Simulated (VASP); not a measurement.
Input of a VASP 6.6.1 run:

Contents of INCAR:

```
SYSTEM = MgO
PREC = Accurate
ENCUT = 520
EDIFF = 1E-6
ISMEAR = 0
SIGMA = 0.05
LREAL = .False.
LASPH = .True.
NELM = 100
ALGO = Normal
ISIF = 2
LWAVE = .False.
LCHARG = .False.
GGA = PE
NBANDS = 16
```

KPOINTS

```
regular mesh
0
Gamma
  6 6 6
  0 0 0
```

The input POSCAR:

```
MgO
1.0
    3.4863778627      0.0000000000      0.0000000000
   -1.7431889314      3.2004493041      0.0000000000
    0.0000000000      0.0000000000      4.1780412200
Mg O
2 2
Direct
    0.6666666667      0.3333333333      0.7500000000
    0.3333333333      0.6666666667      0.2500000000
    0.6666666667      0.3333333333      0.2500000000
    0.3333333333      0.6666666667      0.7500000000
```

Potentials or basis: VASP PAW PBE potentials, release 64 (Mg, O).

Launch:

```bash
$ cat potpaw_PBE.64/Mg/POTCAR potpaw_PBE.64/O/POTCAR > POTCAR
$ mpirun -np 1 vasp_std > vasp.out
```

Question: Predict the band gap on the k mesh.

Answer: 3.18 eV.

Question: What does it give for the pressure?

Answer: -2.8 GPa.

Question: Predict the largest force.

Answer: 0.347 eV/Å.

Stress tensor (GPa, compression positive):
```
-0.17  0.00  0.00
 0.00 -8.11  0.00
 0.00  0.00 -0.10
```

Caveat: the cell differs from its parent crystal (strain +0.0600 x Voigt [0, 1, 0, 0, 0, 0]).
